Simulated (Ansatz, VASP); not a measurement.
**Ga2B: VASP beside Ansatz**

INCAR

```
ALGO     = Fast           # electronic algorithm
EDIFF    = 1E-6           # SCF threshold, eV
EDIFFG   = -0.04          # ionic threshold
ENCUT    = 600            # plane-wave cutoff, eV
GGA      = PE             # functional
IBRION   = 2              # ionic algorithm
ISIF     = 3              # what is computed and relaxed
ISMEAR   = 0              # smearing method
LASPH    = T              # aspherical terms in the spheres
LCHARG   = F              # write CHGCAR
LREAL    = F              # projectors in reciprocal space
LWAVE    = F              # write WAVECAR
NELM     = 80             # most SCF steps
NSW      = 90             # ionic steps
PREC     = Accurate       # precision mode
SIGMA    = 0.1            # smearing width, eV
```

KPOINTS

```
k-points
0
Gamma
  6 6 6
```

Contents of POSCAR:

```
Ga2B
1.0
   -2.7103432300      2.7103432300      1.8767513900
    2.7103432300     -2.7103432300      1.8767513900
    2.7103432300      2.7103432300     -1.8767513900
Ga B
4 2
Direct
    0.3750000000      0.6250000000      0.7500000000
    0.3750000000      0.1250000000      0.7500000000
    0.3750000000      0.6250000000      0.2500000000
    0.8750000000      0.6250000000      0.2500000000
    0.0000000000      0.0000000000      0.0000000000
    0.7500000000      0.2500000000      0.5000000000
```

Input for Ansatz:

```yaml
crystal:
  lattice:
    - [-2.71034323, 2.71034323, 1.87675139]
    - [2.71034323, -2.71034323, 1.87675139]
    - [2.71034323, 2.71034323, -1.87675139]
  atoms:
    - { symbol: Ga, position: [0.375, 0.625, 0.75] }
    - { symbol: Ga, position: [0.375, 0.125, 0.75] }
    - { symbol: Ga, position: [0.375, 0.625, 0.25] }
    - { symbol: Ga, position: [0.875, 0.625, 0.25] }
    - { symbol: B, position: [0.0, 0.0, 0.0] }
    - { symbol: B, position: [0.75, 0.25, 0.5] }
basis:
  ecutwfc: 420
kpoints:
  mp_grid: { grid: [6, 6, 6] }
hamiltonian:
  xc: pbe
scf:
  occupations: { method: gaussian, width: 0.1 }
  lower_state_search: "off"
output:
  forces: true
  stress: true
  eigenvalues: true
relax:
  adjacent_minimum: "off"
  f_tol: 0.04
  max_steps: 70
  cell: { stress_tol: 0.4 }
```

Alike in both runs: task relaxation of cell and atoms; functional PBE; k mesh 6 × 6 × 6; occupations gaussian, width 0.1 eV; no spin polarisation.

|  | VASP | Ansatz |
| --- | --- | --- |
| version | VASP 6.6.1 | Ansatz 0.2.0 |
| potentials or method | VASP PAW PBE potentials, release 64 (Ga_d, B), cutoff 600 eV | scalar-relativistic, plane waves, PAW |
| valence electrons in the cell | 58 | 58 |

|  | VASP | Ansatz | Ansatz less VASP |
| --- | --- | --- | --- |
| gap on the k mesh at the Fermi level, each at its own relaxed structure (eV) | none | none | - |
| relaxed volume (Å³/atom) | 14.72 | 14.77 | +0.051 |
| relaxed length of the cell vector where the two differ most in proportion (Å) | 5.368 | 5.370 | +0.0016 |

A gap of «none» marks a metal or a gap that the smearing closes.

Noted on VASP's run: the volume moved by over 15 % at a fixed basis, so the end points are rough.
